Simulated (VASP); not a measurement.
# RbAl12 in VASP: single point with PBE+D3(BJ)

Aim: the single point of RbAl12 with PBE+D3(BJ).

Program: VASP 6.6.1. These are calculated values, not measurements. Logs are shortened: lines on timing, memory, paths and dates and some standing lists are left out, and cuts for length are marked.

## (1) The cell of the first run

The cell holds a slab with vacuum, 13 atoms: a = 4.878 Å, b = 4.878 Å, c = 25.898 Å, α = 90.00°, β = 90.00°, γ = 120.00°.

## (2) Single point, PBE+D3(BJ)

Input file INCAR:

```
  ALGO = Normal
  DIPOL = 0.5 0.5 0.480
  EDIFF = 1E-6
  ENCUT = 520
  GGA = PE
  IDIPOL = 3
  ISIF = 2
  ISMEAR = 0
  IVDW = 12
  LASPH = T
  LCHARG = T
  LDIPOL = T
  LELF = T
  LREAL = F
  LVACPOTAV = T
  LVHAR = T
  LWAVE = F
  NBANDS = 34
  NELM = 80
  PREC = Accurate
  SIGMA = 0.1
```

Input file KPOINTS:

```
k-points
0
Gamma
  6 6 1
```

Input file POSCAR:

```
RbAl12
1.0
    4.8778314603      0.0000000000      0.0000000000
   -2.4389157301      4.2243259600      0.0000000000
    0.0000000000      0.0000000000     25.8982954061
Al Rb
12 1
Direct
    0.0000000000      0.3333333333      0.3282069289
    0.3333333333      0.0000000000      0.3282069289
    0.6666666667      0.6666666667      0.3282069289
    0.3333333333      0.3333333333      0.4169939231
    0.6666666667      0.0000000000      0.4169939231
    0.0000000000      0.6666666667      0.4169939231
    0.6687298116      0.3337760861      0.5039442803
    0.0000000000      0.0011103087      0.5036433437
    0.3312701884      0.6650462745      0.5039442803
    0.0000000000      0.3345657513      0.5966966937
    0.3379433373      0.0032013855      0.5921715585
    0.6620566627      0.6652580482      0.5921715585
    0.0000000000      0.8374721577      0.7170029967
```

Potentials or basis: VASP PAW PBE potentials, release 64 (Al, Rb_sv).

Launch:

```console
$ cat potpaw_PBE.64/Al/POTCAR potpaw_PBE.64/Rb_sv/POTCAR > POTCAR
$ mpirun -np 1 vasp_std > vasp.out
```

OUTCAR:

```text
EDIFF = 1E-6
   ENCUT = 520
   GGA = PE
   ISIF = 2
   ISMEAR = 0
   IVDW = 12
   LASPH = T
   LREAL = F
   NELM = 80
   PREC = Accurate
 IVDW          = 12

 ion  position               nearest neighbor table
   1  0.000  0.333  0.328-   2 2.82   3 2.82   3 2.82   2 2.82   3 2.82   2 2.82   4 2.82   5 2.82
                             6 2.82
   2  0.333  0.000  0.328-   1 2.82   3 2.82   3 2.82   1 2.82   3 2.82   1 2.82   4 2.82   6 2.82
                             5 2.82
   3  0.667  0.667  0.328-   1 2.82   2 2.82   1 2.82   2 2.82   2 2.82   1 2.82   5 2.82   6 2.82
                             4 2.82
   4  0.333  0.333  0.417-   8 2.77   9 2.78   7 2.78   6 2.82   5 2.82   6 2.82   5 2.82   5 2.82
                             6 2.82   2 2.82   1 2.82   3 2.82
   5  0.667  0.000  0.417-   8 2.77   7 2.78   9 2.78   6 2.82   4 2.82   4 2.82   6 2.82   4 2.82
                             6 2.82   3 2.82   1 2.82   2 2.82
   6  0.000  0.667  0.417-   9 2.77   7 2.77   8 2.77   5 2.82   4 2.82   4 2.82   5 2.82   5 2.82
                             4 2.82   3 2.82   2 2.82   1 2.82
   7  0.669  0.334  0.504-   6 2.77   5 2.78   4 2.78  11 2.80   9 2.80   8 2.80  12 2.81   8 2.82
                             8 2.82   9 2.82   9 2.82  10 2.89
   8  0.000  0.001  0.504-   5 2.77   4 2.77   6 2.77   7 2.80   9 2.80   9 2.82   7 2.82  11 2.82
                            12 2.82   7 2.82   9 2.82  10 2.91
   9  0.331  0.665  0.504-   6 2.77   4 2.78   5 2.78  12 2.80   7 2.80   8 2.80  11 2.81   8 2.82
                             8 2.82   7 2.82   7 2.82  10 2.89
  10  0.000  0.335  0.597-  12 2.80  11 2.80  12 2.83  11 2.83  11 2.83  12 2.83   7 2.89   9 2.89
                             8 2.91  13 3.95  13 3.97
  11  0.338  0.003  0.592-   7 2.80  12 2.80  12 2.80  10 2.80   9 2.81   8 2.82  10 2.83  10 2.83
                            12 2.86  13 3.53
  12  0.662  0.665  0.592-   9 2.80  11 2.80  11 2.80  10 2.80   7 2.81   8 2.82  10 2.83  10 2.83
                            11 2.86  13 3.53
  13  0.000  0.837  0.717-  11 3.53  12 3.53  10 3.95  10 3.97

  LATTYP: Found a hexagonal cell.
 ALAT       =     4.8778314603
 C/A-ratio  =     5.3093870948

  Lattice vectors:

 A1 = (   4.8778314603,   0.0000000000,   0.0000000000)
 A2 = (  -2.4389157301,   4.2243259600,   0.0000000000)
 A3 = (   0.0000000000,   0.0000000000,  25.8982954061)

Analysis of symmetry for initial positions (statically):
=====================================================================
 Subroutine PRICEL returns:
 Original cell was already a primitive cell.

 Routine SETGRP: Setting up the symmetry group for a
 hexagonal supercell.

 Subroutine GETGRP returns: Found  2 space group operations
 (whereof  2 operations were pure point group operations)
 out of a pool of 24 trial point group operations.

The static configuration has the point symmetry C_1h.

Analysis of symmetry for dynamics (positions and initial velocities):
=====================================================================
 Subroutine PRICEL returns:
 Original cell was already a primitive cell.

 Routine SETGRP: Setting up the symmetry group for a
 hexagonal supercell.

 Subroutine GETGRP returns: Found  2 space group operations
 (whereof  2 operations were pure point group operations)
 out of a pool of 24 trial point group operations.

The dynamic configuration has the point symmetry C_1h.

 Subroutine INISYM returns: Found  2 space group operations
 (whereof  2 operations are pure point group operations),
 and found     1 'primitive' translations

----------------------------------------------------------------------------------------

                                     Primitive cell

  volume of cell :     533.6486

  direct lattice vectors                    reciprocal lattice vectors
     4.877831460  0.000000000  0.000000000     0.205009133  0.118362078  0.000000000
    -2.438915730  4.224325960  0.000000000     0.000000000  0.236724157  0.000000000
     0.000000000  0.000000000 25.898295406     0.000000000  0.000000000  0.038612580

  length of vectors
     4.877831460  4.877831460 25.898295406     0.236724157  0.236724157  0.038612580

  position of ions in fractional coordinates (direct lattice)
     1.000000000  0.333333333  0.328206929
     0.333333333  0.000000000  0.328206929
     0.666666667  0.666666667  0.328206929
     0.333333333  0.333333333  0.416993923
     0.666666667  0.000000000  0.416993923
     1.000000000  0.666666667  0.416993923
     0.668729812  0.333776086  0.503944280
[... 48 lines left out ...]

 Following reciprocal coordinates:
            Coordinates               Weight
  0.000000  0.000000  0.000000      1.000000
  0.166667 -0.000000  0.000000      2.000000
  0.000000  0.166667  0.000000      4.000000
  0.333333 -0.000000  0.000000      2.000000
  0.000000  0.333333  0.000000      4.000000
  0.500000 -0.000000  0.000000      1.000000
  0.000000  0.500000  0.000000      2.000000
  0.166667  0.166667  0.000000      4.000000
 -0.166667  0.333333  0.000000      2.000000
  0.333333  0.166667  0.000000      4.000000
 -0.166667  0.500000  0.000000      4.000000
  0.500000  0.333333  0.000000      4.000000
  0.333333  0.333333  0.000000      2.000000
   k-points           NKPTS =     13   k-points in BZ     NKDIM =     13   number of bands    NBANDS=     34
   number of dos      NEDOS =    301   number of ions     NIONS =     13
   total plane-waves  NPLWV = 254016
   dimension x,y,z NGX =    36 NGY =   36 NGZ =  196
   dimension x,y,z NGXF=    72 NGYF=   72 NGZF=  392
   ions per type =              12   1
   NGX,Y,Z   is equivalent  to a cutoff of  12.27, 12.27, 12.58 a.u.
   NGXF,Y,Z  is equivalent  to a cutoff of  24.54, 24.54, 25.16 a.u.
 SYSTEM =  unknown system
   PREC   = accura    normal or accurate (medium, high low for compatibility)
   ISTART =      0    job   : 0-new  1-cont  2-samecut
   ICHARG =      2    charge: 1-file 2-atom 10-const
   ISPIN  =      1    spin polarized calculation?
   LNONCOLLINEAR =      F non collinear calculations
   LSORBIT =      F    spin-orbit coupling
   LASPH  =      T    aspherical Exc in radial PAW
   ENCUT  =  520.0 eV  38.22 Ry    6.18 a.u.   9.07  9.07 48.15*2*pi/ulx,y,z
   NELM   =     80;   NELMIN=  2; NELMDL= -5     # of ELM steps
   EDIFF  = 0.1E-05   stopping-criterion for ELM
   LREAL  =      F    real-space projection
   EDIFFG = 0.1E-04   stopping-criterion for IOM
   NSW    =      0    number of steps for IOM
   IBRION =     -1    ionic relax: 0-MD 1-quasi-New 2-CG
   NFREE  =      0    steps in history (QN), initial steepest desc. (CG)
   ISIF   =      2    stress and relaxation
   ISYM   =      2    0-nonsym 1-usesym 2-fastsym
   POTIM  = 0.5000    time-step for ionic-motion
   TEBEG  =    0.0;   TEEND  =   0.0 temperature during run
   PSTRESS=    0.0 pullay stress
   NELECT =      45.0000    total number of electrons
   NUPDOWN=      -1.0000    fix difference up-down
   EMIN   =  10.00;   EMAX   =-10.00  energy-range for DOS
   EFERMI =   0.00;   METHOD = LEGACY
   ISMEAR =     0;   SIGMA  =   0.10  broadening in eV -4-tet -1-fermi 0-gaus
   EFERMI_NEDOS =   21; number of points for ismear=-14 and -15
   IALGO  =     38    algorithm
   IMIX   =      4    mixing-type and parameters
     AMIX     =   0.40;   BMIX     =  1.00
     AMIX_MAG =   1.60;   BMIX_MAG =  1.00
  volume/ion in A,a.u.               =      41.05       277.02
  Fermi-wavevector in a.u.,A,eV,Ry     =   0.717894  1.356624  7.012066  0.515372
  Thomas-Fermi vector in A             =   1.806692
   LORBIT       =      0    0 simple, 1 ext, 2 COOP (PROOUT), +10 PAW based schemes
   GGA     = PE    functional components
   LHFCALC =     F    Hartree Fock is set to
   AEXX    =    0.0000 exact exchange contribution
   IVDW    =    12    specifies the selected vdW correction
   LEPSILON=     F    determine dielectric tensor
   LRPA    =     F    only Hartree local field effects (RPA)
 non-spin polarized calculation
 Gauss-broadening in eV      SIGMA  =   0.10
  energy-cutoff  :      520.00
  volume of cell :      533.65
 maximum number of plane-waves:     14445
   NGX = 19   NGY = 19   NGZ = 97

 dipolmoment           0.000000      0.000000      0.174994 electrons x Angstroem

 number of electron      45.0000000 magnetization

 dipolmoment           0.000000      0.000000     -0.195440 electrons x Angstroem

 Free energy of the ion-electron system (eV)
  ---------------------------------------------------
  ext. energy  EPLUGINS =         0.00000000
  ---------------------------------------------------
  free energy    TOTEN  =       -43.93129376 eV

  energy without entropy =      -43.89880402  energy(sigma->0) =      -43.91504889

 E-fermi :   1.4380     XC(G=0):  -5.2227

 val. band max:        1.4031340045   @ k =   0.1667  -0.0000   0.0000
 cond. band min:       1.4438990055   @ k =   0.0000   0.3333   0.0000
 fundamental gap:      0.0407650009
 Fermi energy:         1.4380164011

 k-point     1 :       0.0000    0.0000    0.0000
  band No.  band energies     occupation
      1     -27.2345      2.00000
      2     -11.3656      2.00000
      3     -11.3057      2.00000
      4     -11.2889      2.00000
      5      -9.7068      2.00000
      6      -8.5931      2.00000
[... 470 lines left out ...]
     33       3.6765      0.00000
     34       4.3368      0.00000

------------------------ aborting loop because EDIFF is reached ----------------------------------------

 Edisp (eV)   -3.47261

 E8    (eV) :    -1.6220

  FORCE on cell =-STRESS in cart. coord.  units (eV):
  Direction    XX          YY          ZZ          XY          YZ          ZX
  --------------------------------------------------------------------------------------
  -------------------------------------------------------------------------------------
  Total      -0.87019    -0.98985     0.64114     0.10364     0.02152    -0.01243
  in kB      -2.61257    -2.97185     1.92489     0.31115     0.06462    -0.03731
  external pressure =       -1.22 kB  Pullay stress =        0.00 kB

 VOLUME and BASIS-vectors are now :
 -----------------------------------------------------------------------------
  energy-cutoff  :      520.00
  volume of cell :      533.65
      direct lattice vectors                 reciprocal lattice vectors
     4.877831460  0.000000000  0.000000000     0.205009133  0.118362078  0.000000000
    -2.438915730  4.224325960  0.000000000     0.000000000  0.236724157  0.000000000
     0.000000000  0.000000000 25.898295406     0.000000000  0.000000000  0.038612580

 POSITION                                       TOTAL-FORCE (eV/Angst)
 -----------------------------------------------------------------------------------
     -0.81297      1.40811      8.50000         0.000192     -0.000333     -0.080979
      1.62594      0.00000      8.50000         0.005705      0.002805     -0.081031
      1.62594      2.81622      8.50000        -0.005282     -0.003538     -0.081031
      0.81297      1.40811     10.79943         0.014520     -0.003798      0.082897
      3.25189      0.00000     10.79943        -0.003971     -0.014474      0.082897
     -1.62594      2.81622     10.79943        -0.010803      0.018712      0.071687
      2.44790      1.40998     13.05130         0.002038     -0.000989     -0.003790
     -0.00271      0.00469     13.04350        -0.002039      0.003531      0.006762
     -0.00611      2.80937     13.05130        -0.000162     -0.002260     -0.003790
     -0.81598      1.41331     15.45343         0.001835     -0.003179      0.002703
      1.64062      0.01352     15.33623        -0.014355     -0.009569     -0.010003
      1.60689      2.81027     15.33623         0.015465      0.007647     -0.010003
     -2.04252      3.53776     18.56916        -0.003143      0.005443      0.023682
 -----------------------------------------------------------------------------------
    total drift:                                0.000160     -0.000278      0.000130

  FREE ENERGIE OF THE ION-ELECTRON SYSTEM (eV)
  ---------------------------------------------------
  free  energy   TOTEN  =       -47.4039003435 eV

  energy  without entropy=      -47.3714106075  energy(sigma->0) =      -47.38765548
```

Wall time 5.3 min (1 thread of Intel Xeon Platinum 8488C (Sapphire Rapids), shared host); peak memory 0.66 GiB.

What came out:

```yaml
Free_energy: -47.4039 eV
Largest_force: 0.084 eV/Å
Band_gap_on_the_k_mesh: zero (an odd number of electrons rules out a gap without spin polarisation)
Dispersion_energy_per_atom: -0.267 eV
```

Forces in eV/Å, atoms in the order of the input:
```
Al   0.000  0.000 -0.081
Al   0.006  0.003 -0.081
Al  -0.005 -0.004 -0.081
Al   0.015 -0.004  0.083
Al  -0.004 -0.014  0.083
Al  -0.011  0.019  0.072
Al   0.002 -0.001 -0.004
Al  -0.002  0.004  0.007
Al   0.000 -0.002 -0.004
Al   0.002 -0.003  0.003
Al  -0.014 -0.010 -0.010
Al   0.015  0.008 -0.010
Rb  -0.003  0.005  0.024
```
